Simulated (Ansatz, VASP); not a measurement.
Given: the input of a run of VASP 6.6.1 on I.

Contents of POSCAR:

```
I
1.0
    0.0000000000      2.3497234514      3.8835988039
    2.1775319666      0.0000000000      3.8835988039
    2.1775319666      2.3497234514      0.0000000000
I
1
Direct
    0.0000000000      0.0000000000      0.0000000000
```

The input INCAR.step1:

```
PREC     = Accurate       # precision mode
ENCUT    = 520            # plane-wave cutoff, eV
ISMEAR   = -1             # smearing method
SIGMA    = 0.05           # smearing width, eV
LREAL    = False          # projectors in reciprocal space
LASPH    = True           # aspherical terms in the spheres
NELM     = 60             # most SCF steps
NBANDS   = 10             # bands
GGA      = PE             # functional
ALGO     = Normal         # electronic algorithm
EDIFF    = 1E-4           # SCF threshold, eV
LWAVE    = True           # write WAVECAR
LCHARG   = False          # write CHGCAR
```

File INCAR.step2:

```
PREC     = Accurate       # precision mode
ENCUT    = 520            # plane-wave cutoff, eV
EDIFF    = 1E-6           # SCF threshold, eV
ISMEAR   = -1             # smearing method
SIGMA    = 0.05           # smearing width, eV
LREAL    = False          # projectors in reciprocal space
LASPH    = True           # aspherical terms in the spheres
NELM     = 60             # most SCF steps
ALGO     = Normal         # electronic algorithm
ISIF     = 2              # what is computed and relaxed
LWAVE    = False          # write WAVECAR
LCHARG   = False          # write CHGCAR
METAGGA  = R2SCAN         # meta-GGA
LMIXTAU  = True         
NBANDS   = 10             # bands
ISTART   = 1
```

File KPOINTS:

```
regular mesh
0
Gamma
  9 9 9
```

Potentials or basis: VASP PAW PBE potentials, release 64 (I).

Command:

```console
$ cat potpaw_PBE.64/I/POTCAR > POTCAR
$ cp INCAR.step1 INCAR
$ mpirun -np 1 vasp_std > vasp.out
$ cp INCAR.step2 INCAR
$ mpirun -np 1 vasp_std > vasp.out
```

**Question.** Set up the same calculation for Ansatz 0.2.0. Potentials there: Ansatz PAW.

**Answer.** As run (the cutoff follows the program's own potentials):

The input input.yaml:

```yaml
crystal:
  lattice:
    - [0.0, 2.3497234514, 3.8835988039]
    - [2.1775319666, 0.0, 3.8835988039]
    - [2.1775319666, 2.3497234514, 0.0]
  atoms:
    - { symbol: I, position: [0.0, 0.0, 0.0] }
hamiltonian:
  xc: r2scan
  pseudopotentials: { kind: paw }
kpoints:
  mp_grid: { grid: [9, 9, 9] }
scf:
  occupations: { method: fermi_dirac, width: 0.05 }
output:
  forces: true
  stress: true
  eigenvalues: true
```

Potentials or basis: Ansatz PAW.

The run is started by

```sh
$ ansatz run input.yaml --threads 2 --pin off --max-ram 5632MiB --backend cpu --events-out ev --progress --plain --runs-dir out
```

Both were run:

|  | VASP | Ansatz | Ansatz less VASP |
| --- | --- | --- | --- |
| gap on the k mesh at the Fermi level (eV) | none | none | - |
| pressure (GPa) | 0.5 | 0.6 | +0.04 |
| traceless stress, the component that is largest in VASP (GPa) | -0.42 | -0.46 | -0.034 |

VASP's potentials were made for PBE, not for r2SCAN. A gap of «none» marks a metal or a gap that the smearing closes. VASP's potentials hold 7 valence electrons a cell and Ansatz's 17, so a difference there can come from the potentials and not from the codes.

Spin-orbit coupling is off throughout.
